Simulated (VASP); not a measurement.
Write the native input for VASP 6.6.1 that does the following.

```yaml
Task: single point
Functional: PBEsol
Potentials_or_basis: VASP PAW PBE potentials, release 64 (Si, Ni)
Cutoff: 520 eV
k_mesh: 8 × 8 × 8
Occupations: gaussian, width 0.1 eV
Spin: no spin polarisation
Dipole_correction: no
Further_INCAR_settings: ALGO = Normal; EDIFF = 1e-06; NBANDS = 38
```

The structure of SiNi lies in POSCAR:

```
SiNi
1.0
    4.4228641971      0.0000000000      0.0000000000
    0.0000000000      4.4228641971      0.0000000000
    0.0000000000      0.0000000000      4.4228641971
Si Ni
4 4
Direct
    0.6533582231      0.1533582231      0.3466417769
    0.1533582231      0.3466417769      0.6533582231
    0.3466417769      0.6533582231      0.1533582231
    0.8466417769      0.8466417769      0.8466417769
    0.3504166708      0.8504166708      0.6495833292
    0.8504166708      0.6495833292      0.3504166708
    0.6495833292      0.3504166708      0.8504166708
    0.1495833292      0.1495833292      0.1495833292
```

This cell differs from its parent crystal: volume scaled by 0.97, then relaxed in part.

These files were run (other wordings do the same):

INCAR

```
PREC     = Accurate       # precision mode
ENCUT    = 520            # plane-wave cutoff, eV
EDIFF    = 1E-6           # SCF threshold, eV
ISMEAR   = 0              # smearing method
SIGMA    = 0.1            # smearing width, eV
LREAL    = F              # projectors in reciprocal space
LASPH    = T              # aspherical terms in the spheres
NELM     = 80             # most SCF steps
ALGO     = Normal         # electronic algorithm
ISIF     = 2              # what is computed and relaxed
LWAVE    = F              # write WAVECAR
LCHARG   = F              # write CHGCAR
GGA      = PS             # functional
NBANDS   = 38             # bands
```

KPOINTS

```
Automatic mesh
0
Gamma
  8 8 8
```

Potentials or basis: VASP PAW PBE potentials, release 64 (Si, Ni).

Command:

```sh
$ cat potpaw_PBE.64/Si/POTCAR potpaw_PBE.64/Ni/POTCAR > POTCAR
$ mpirun -np 1 vasp_std > vasp.out
```

It gave:

* Pressure: 6.8 GPa
* Largest force: 0.005 eV/Å
* Band gap on the k mesh: zero (band 28 reaches 13.84 eV, above the bottom of band 29 at 12.55 eV)

Caveat: the PAW data sets were made with another functional, which shifts forces and pressure a little.

Run time: 3.5 min on 1 thread of Intel Xeon 8259CL, with other jobs on the host, peak memory 0.27 GiB.
